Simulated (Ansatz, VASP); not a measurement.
# Two plane-wave programs on C

File INCAR:

```
ALGO = Normal
EDIFF = 1E-6
ENCUT = 520
GGA = CA
ISIF = 2
ISMEAR = 0
LASPH = T
LCHARG = F
LREAL = F
LWAVE = F
NBANDS = 26
NELM = 60
PREC = Accurate
SIGMA = 0.05
```

KPOINTS

```
k-points
0
Gamma
  8 8 8
```

Contents of POSCAR:

```
C
1.0
   -2.4103983070      2.4103983070      2.4103983070
    2.4103983070     -2.4103983070      2.4103983070
    2.4103983070      2.4103983070     -2.4103983070
C
8
Direct
    0.3386721439      0.0132010569      0.0264021138
    0.6745289130      0.6745289130      0.6745289130
    0.0000000000      0.3254710870      0.0000000000
    0.0000000000      0.0000000000      0.3254710870
    0.0000000000      0.6745289130      0.0000000000
    0.3254710870      0.3254710870      0.3254710870
    0.6745289130      0.0000000000      0.0000000000
    0.0000000000      0.0000000000      0.6745289130
```

Input for Ansatz:

```yaml
crystal:
  lattice:
    - [-2.410398307, 2.410398307, 2.410398307]
    - [2.410398307, -2.410398307, 2.410398307]
    - [2.410398307, 2.410398307, -2.410398307]
  atoms:
    - { symbol: C, position: [0.3386721439, 0.0132010569, 0.0264021138] }
    - { symbol: C, position: [0.674528913, 0.674528913, 0.674528913] }
    - { symbol: C, position: [0.0, 0.325471087, 0.0] }
    - { symbol: C, position: [0.0, 0.0, 0.325471087] }
    - { symbol: C, position: [0.0, 0.674528913, 0.0] }
    - { symbol: C, position: [0.325471087, 0.325471087, 0.325471087] }
    - { symbol: C, position: [0.674528913, 0.0, 0.0] }
    - { symbol: C, position: [0.0, 0.0, 0.674528913] }
basis:
  ecutwfc: 420
kpoints:
  mp_grid: { grid: [8, 8, 8] }
hamiltonian:
  xc: lda
scf:
  occupations: { method: gaussian, width: 0.05 }
output:
  forces: true
  stress: true
  eigenvalues: true
  write_density: true
  write_potential: true
  elf: true
  volumetric_format: npy
```

Alike in both runs: task single point; functional LDA; k mesh 8 × 8 × 8; occupations gaussian, width 0.05 eV; no spin polarisation.

|  | VASP | Ansatz |
| --- | --- | --- |
| version | VASP 6.6.1 | Ansatz 0.2.0 |
| potentials or method | VASP PAW LDA potentials, release 64 (C), cutoff 520 eV | scalar-relativistic, plane waves, PAW |
| valence electrons in the cell | 32 | 32 |

|  | VASP | Ansatz | Ansatz less VASP |
| --- | --- | --- | --- |
| gap on the k mesh at the Fermi level (eV) | 2.66 | 2.66 | +0.008 |
| least direct gap on the mesh (eV) | 3.51 | 3.53 | +0.020 |
| pressure (GPa) | 1.5 | 0.4 | -1.09 |
| traceless stress, the component that is largest in VASP (GPa) | 4.84 | 4.78 | -0.055 |
| rms of the force components (eV/Å) | 0.674 | 0.669 | -0.0051 |

LDA's correlation is that of Perdew and Zunger in VASP and of Perdew and Wang (1992) in Ansatz. Atom by atom the forces differ by 0.029 eV/Å (rms over components).
